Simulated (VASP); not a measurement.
A run of VASP 6.6.1 is set up as follows.

File INCAR:

```
SYSTEM = SrTiO3
  ALGO = Normal
  EDIFF = 1E-6
  ENCUT = 520
  GGA = PS
  ISIF = 2
  ISMEAR = 0
  LASPH = .True.
  LCHARG = .False.
  LREAL = .False.
  LWAVE = .False.
  NBANDS = 28
  NELM = 80
  PREC = Accurate
  SIGMA = 0.05
```

Contents of KPOINTS:

```
k-points
0
Gamma
  8 8 8
  0 0 0
```

POSCAR

```
SrTiO3
1.0
    3.8913815400      0.0000000000      0.0000000000
    0.0000000000      3.8913815400      0.0000000000
    0.0000000000      0.0000000000      3.8913815400
Sr Ti O
1 1 3
Direct
   -0.0213664278      0.0000000000      0.0000000000
    0.5517836947      0.5000000000      0.5000000000
   -0.0140781059      0.5000000000      0.5000000000
    0.4880815023      0.0000000000      0.5000000000
    0.4880815023      0.5000000000      0.0000000000
```

Potentials or basis: VASP PAW PBE potentials, release 64 (Sr_sv, Ti_sv, O).

The run is started by

```bash
$ cat potpaw_PBE.64/Sr_sv/POTCAR potpaw_PBE.64/Ti_sv/POTCAR potpaw_PBE.64/O/POTCAR > POTCAR
$ mpirun -np 1 vasp_std > vasp.out
```

Task: What does it give for the pressure?

Result: 6.0 GPa.

Task: Predict the band gap on the k mesh.

Result: 1.87 eV (least direct gap 2.57 eV).

Task: Estimate the largest force.

Result: 3.882 eV/Å.

Forces on the atoms (eV/Å):
```
Sr   0.881  0.000  0.000
Ti  -3.882  0.000  0.000
O    2.583  0.000  0.000
O    0.209  0.000  0.000
O    0.209  0.000  0.000
```

Caveat: the cell differs from its parent crystal (atoms displaced along several vibrational modes); the stress differs along the axes, from 2 to 15 GPa; the PAW data sets were made with another functional, which shifts forces and pressure a little. A k mesh can miss the band edges.
